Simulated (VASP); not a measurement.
# SnTe2 (R-3m) in VASP: notebook, part 2 of 2

VASP 6.6.1.

### Step 6. Single point, PBE

INCAR reads:

```
ALGO = Normal
EDIFF = 1E-6
ENCUT = 500
GGA = PE
GGA_COMPAT = False
ISIF = 2
ISMEAR = -1
LASPH = True
LCHARG = False
LREAL = False
LWAVE = False
NBANDS = 20
NELM = 120
PREC = Accurate
SIGMA = 0.02
```

KPOINTS reads:

```
k-points
0
Gamma
  6 6 6
```

POSCAR reads:

```
SnTe2
1.0
    2.0883103927      1.2056865674      6.2909642825
   -2.0883103927      1.2056865674      6.2909642825
    0.0000000000     -2.4113731348      6.2909642825
Sn Te
1 2
Direct
    0.0000000000      0.0000000000      0.0000000000
    0.2413664390      0.2413664390      0.2413664390
    0.7586335610      0.7586335610      0.7586335610
```

Potentials or basis: VASP PAW PBE potentials, release 64 (Sn_d, Te).

Command:

```sh
> cat potpaw_PBE.64/Sn_d/POTCAR potpaw_PBE.64/Te/POTCAR > POTCAR
> mpirun -np 1 vasp_std > vasp.out
```

OUTCAR:

```text
EDIFF = 1E-6
   ENCUT = 500
   GGA = PE
   ISIF = 2
   ISMEAR = -1
   LASPH = True
   LREAL = False
   NELM = 120
   PREC = Accurate

 ion  position               nearest neighbor table
   1  0.000  0.000  0.000-   3 2.97   3 2.97   2 2.97   2 2.97   3 2.97   2 2.97
   2  0.241  0.241  0.241-   1 2.97   1 2.97   1 2.97
   3  0.759  0.759  0.759-   1 2.97   1 2.97   1 2.97

  LATTYP: Found a trigonal (rhomboedric) cell.
 ALAT       =     6.7372807570
 COS(alpha) =     0.8078453919

  Lattice vectors:

 A1 = (   2.0883103927,   1.2056865674,   6.2909642825)
 A2 = (  -2.0883103927,   1.2056865674,   6.2909642825)
 A3 = (   0.0000000000,  -2.4113731348,   6.2909642825)

Analysis of symmetry for initial positions (statically):
=====================================================================
 Subroutine PRICEL returns:
 Original cell was already a primitive cell.

 Routine SETGRP: Setting up the symmetry group for a
 trigonal (rhombohedral) supercell.

 Subroutine GETGRP returns: Found 12 space group operations
 (whereof 12 operations were pure point group operations)
 out of a pool of 12 trial point group operations.

The static configuration has the point symmetry D_3d.

Analysis of symmetry for dynamics (positions and initial velocities):
=====================================================================
 Subroutine PRICEL returns:
 Original cell was already a primitive cell.

 Routine SETGRP: Setting up the symmetry group for a
 trigonal (rhombohedral) supercell.

 Subroutine GETGRP returns: Found 12 space group operations
 (whereof 12 operations were pure point group operations)
 out of a pool of 12 trial point group operations.

The dynamic configuration has the point symmetry D_3d.

 Subroutine INISYM returns: Found 12 space group operations
 (whereof 12 operations are pure point group operations),
 and found     1 'primitive' translations

----------------------------------------------------------------------------------------

                                     Primitive cell

  volume of cell :      95.0381

  direct lattice vectors                    reciprocal lattice vectors
     2.088310393  1.205686567  6.290964283     0.239428009  0.138233826  0.052986048
    -2.088310393  1.205686567  6.290964283    -0.239428009  0.138233826  0.052986048
     0.000000000 -2.411373135  6.290964283     0.000000000 -0.276467651  0.052986048

  length of vectors
     6.737280757  6.737280757  6.737280757     0.281499349  0.281499349  0.281499349

  position of ions in fractional coordinates (direct lattice)
     0.000000000  0.000000000  0.000000000
     0.241366439  0.241366439  0.241366439
     0.758633561  0.758633561  0.758633561

  ion indices of the primitive-cell ions
   primitive index   ion index
                 1           1
                 2           2
                 3           3

----------------------------------------------------------------------------------------

 KPOINTS: k-points

Automatic generation of k-mesh.
 Grid dimensions read from file:
 generate k-points for:    6    6    6

 Generating k-lattice:

  Cartesian coordinates                     Fractional coordinates (reciprocal lattice)
     0.039904668  0.023038971  0.008831008     0.166666667  0.000000000  0.000000000
    -0.039904668  0.023038971  0.008831008     0.000000000  0.166666667  0.000000000
     0.000000000 -0.046077942  0.008831008     0.000000000  0.000000000  0.166666667

  Length of vectors
     0.046916558  0.046916558  0.046916558

  Shift w.r.t. Gamma in fractional coordinates (k-lattice)
     0.000000000  0.000000000  0.000000000

 Subroutine IBZKPT returns following result:
 ===========================================

 Found     32 irreducible k-points:

 Following reciprocal coordinates:
            Coordinates               Weight
  0.000000  0.000000  0.000000      1.000000
  0.166667 -0.000000  0.000000      6.000000
  0.333333 -0.000000  0.000000      6.000000
  0.500000  0.000000  0.000000      3.000000
  0.166667  0.166667  0.000000      6.000000
  0.333333  0.166667  0.000000     12.000000
[... 16 lines left out ...]
  0.500000  0.500000  0.166667      6.000000
 -0.333333  0.500000  0.166667     12.000000
 [... further k-points ...]
   k-points           NKPTS =     32   k-points in BZ     NKDIM =     32   number of bands    NBANDS=     20
   number of dos      NEDOS =    301   number of ions     NIONS =      3
   total plane-waves  NPLWV = 125000
   dimension x,y,z NGX =    50 NGY =   50 NGZ =   50
   dimension x,y,z NGXF=   100 NGYF=  100 NGZF=  100
   ions per type =               1   2
   NGX,Y,Z   is equivalent  to a cutoff of  12.34, 12.34, 12.34 a.u.
   NGXF,Y,Z  is equivalent  to a cutoff of  24.68, 24.68, 24.68 a.u.
 SYSTEM =  unknown system
   PREC   = accura    normal or accurate (medium, high low for compatibility)
   ISTART =      0    job   : 0-new  1-cont  2-samecut
   ICHARG =      2    charge: 1-file 2-atom 10-const
   ISPIN  =      1    spin polarized calculation?
   LNONCOLLINEAR =      F non collinear calculations
   LSORBIT =      F    spin-orbit coupling
   LASPH  =      T    aspherical Exc in radial PAW
   ENCUT  =  500.0 eV  36.75 Ry    6.06 a.u.  12.28 12.28 12.28*2*pi/ulx,y,z
   NELM   =    120;   NELMIN=  2; NELMDL= -5     # of ELM steps
   EDIFF  = 0.1E-05   stopping-criterion for ELM
   LREAL  =      F    real-space projection
   EDIFFG = 0.1E-04   stopping-criterion for IOM
   NSW    =      0    number of steps for IOM
   IBRION =     -1    ionic relax: 0-MD 1-quasi-New 2-CG
   NFREE  =      0    steps in history (QN), initial steepest desc. (CG)
   ISIF   =      2    stress and relaxation
   ISYM   =      2    0-nonsym 1-usesym 2-fastsym
   POTIM  = 0.5000    time-step for ionic-motion
   TEBEG  =    0.0;   TEEND  =   0.0 temperature during run
   PSTRESS=    0.0 pullay stress
   NELECT =      26.0000    total number of electrons
   NUPDOWN=      -1.0000    fix difference up-down
   EMIN   =  10.00;   EMAX   =-10.00  energy-range for DOS
   EFERMI =   0.00;   METHOD = LEGACY
   ISMEAR =    -1;   SIGMA  =   0.02  broadening in eV -4-tet -1-fermi 0-gaus
   EFERMI_NEDOS =   21; number of points for ismear=-14 and -15
   IALGO  =     38    algorithm
   IMIX   =      4    mixing-type and parameters
     AMIX     =   0.40;   BMIX     =  1.00
     AMIX_MAG =   1.60;   BMIX_MAG =  1.00
  volume/ion in A,a.u.               =      31.68       213.78
  Fermi-wavevector in a.u.,A,eV,Ry     =   1.062755  2.008316 15.367086  1.129449
  Thomas-Fermi vector in A             =   2.198217
   LORBIT       =      0    0 simple, 1 ext, 2 COOP (PROOUT), +10 PAW based schemes
   GGA     = PE    functional components
   LHFCALC =     F    Hartree Fock is set to
   AEXX    =    0.0000 exact exchange contribution
   IVDW    =     0    specifies the selected vdW correction
   LEPSILON=     F    determine dielectric tensor
   LRPA    =     F    only Hartree local field effects (RPA)
 non-spin polarized calculation
  energy-cutoff  :      500.00
  volume of cell :       95.04
 maximum number of plane-waves:      2437
 NGX is ok and might be reduce to    50
   NGX = 25   NGY = 25   NGZ = 25

 number of electron      26.0000003 magnetization

 Free energy of the ion-electron system (eV)
  ---------------------------------------------------
  ext. energy  EPLUGINS =         0.00000000
  ---------------------------------------------------
  free energy    TOTEN  =       -10.36012241 eV

  energy without entropy =      -10.35445105  energy(sigma->0) =      -10.35728673

 E-fermi :   6.0454     XC(G=0):  -9.3813

 val. band max:        6.0449012055   @ k =  -0.3333   0.5000   0.1667
 cond. band min:       6.0503364462   @ k =   0.5000   0.5000   0.3333
 fundamental gap:      0.0054352408
 Fermi energy:         6.0454275376

 k-point     1 :       0.0000    0.0000    0.0000
  band No.  band energies     occupation
      1     -15.4203      2.00000
      2     -15.4203      2.00000
      3     -15.4001      2.00000
      4     -15.3938      2.00000
      5     -15.3938      2.00000
      6      -6.4405      2.00000
[... 12 lines left out ...]
     19      12.5104      0.00000
     20      12.9718      0.00000
[... 507 lines left out ...]
 k-point    24 :      -0.3333    0.5000    0.1667
  band No.  band energies     occupation
      1     -15.4358      2.00000
      2     -15.4187      2.00000
      3     -15.3974      2.00000
      4     -15.3889      2.00000
      5     -15.3844      2.00000
      6      -4.7218      2.00000
[... 12 lines left out ...]
     19      13.4089      0.00000
     20      14.6725      0.00000

 [... further k-points ...]
[... 5 lines left out ...]
  --------------------------------------------------------------------------------------
  -------------------------------------------------------------------------------------
  Total        1.1339006      1.1339006      1.2109303      0.0000000     -0.0000000     -0.0000000
  in kB       19.1155866     19.1155866     20.4141732      0.0000000     -0.0000000     -0.0000000
  external PRESSURE =      19.5484488 kB  Pullay stress =       0.0000000 kB

 VOLUME and BASIS-vectors are now :
 -----------------------------------------------------------------------------
  energy-cutoff  :      500.00
  volume of cell :       95.04
      direct lattice vectors                 reciprocal lattice vectors
     2.088310393  1.205686567  6.290964283     0.239428009  0.138233826  0.052986048
    -2.088310393  1.205686567  6.290964283    -0.239428009  0.138233826  0.052986048
     0.000000000 -2.411373135  6.290964283     0.000000000 -0.276467651  0.052986048

 POSITION                                       TOTAL-FORCE (eV/Angst)
 -----------------------------------------------------------------------------------
      0.00000      0.00000      0.00000         0.000000     -0.000000     -0.000000
      0.00000      0.00000      4.55528         0.000000     -0.000000     -0.373466
      0.00000      0.00000     14.31761         0.000000      0.000000      0.373466
 -----------------------------------------------------------------------------------
    total drift:                                0.000000      0.000000      0.000000

  FREE ENERGIE OF THE ION-ELECTRON SYSTEM (eV)
  ---------------------------------------------------
  free  energy   TOTEN  =       -10.3601224090 eV

  energy  without entropy=      -10.3544510493  energy(sigma->0) =      -10.35728673
```

stdout:

```text
POSCAR found type information on POSCAR SnTe
 POSCAR found :  2 types and       3 ions
 scaLAPACK will be used
 LDA part: xc-table for (Slater+PW92), standard interpolation
 POSCAR, INCAR and KPOINTS ok, starting setup
 FFT: planning ... GRIDC
 FFT: planning ... GRID_SOFT
 FFT: planning ... GRID
 WAVECAR not read
 entering main loop
```

Run time: 91 s. Hardware: 1 thread of Intel Xeon Platinum 8488C (Sapphire Rapids), shared host; peak memory 0.36 GiB.

What came out:

```yaml
Free_energy: -10.3601 eV
Pressure: 2.0 GPa
Largest_force: 0.373 eV/Å
Band_gap_on_the_k_mesh: zero (band 13 reaches 6.38 eV, above the bottom of band 14 at 5.63 eV)
```

Forces on the atoms (eV/Å):
```
Sn   0.000  0.000  0.000
Te   0.000  0.000 -0.373
Te   0.000  0.000  0.373
```

Caveat: spin-orbit coupling is left out, which moves the levels of the heavy elements.

### Step 7. Overview

| k mesh | smearing | gap on the mesh (eV) | pressure (GPa) | largest force (eV/Å) |
| --- | --- | --- | --- | --- |
| 4 × 4 × 4 | fermi-dirac 0.02 eV | none | 2.2 | 0.17 |
| 6 × 6 × 6 | fermi-dirac 0.02 eV | none | 2.0 | 0.37 |
| 6 × 6 × 6 | methfessel-paxton 0.5 eV | none | 1.9 | 0.39 |

Alike in all rows: task single point; level PBE; potentials or basis VASP PAW PBE potentials, release 64 (Sn_d, Te); no spin polarisation; cell as given; cutoff (eV) 500.

Caveats: some runs use coarse meshes; spin-orbit coupling is left out, which moves the levels of the heavy elements.

Absolute energies hang on the potentials; compare differences alone.
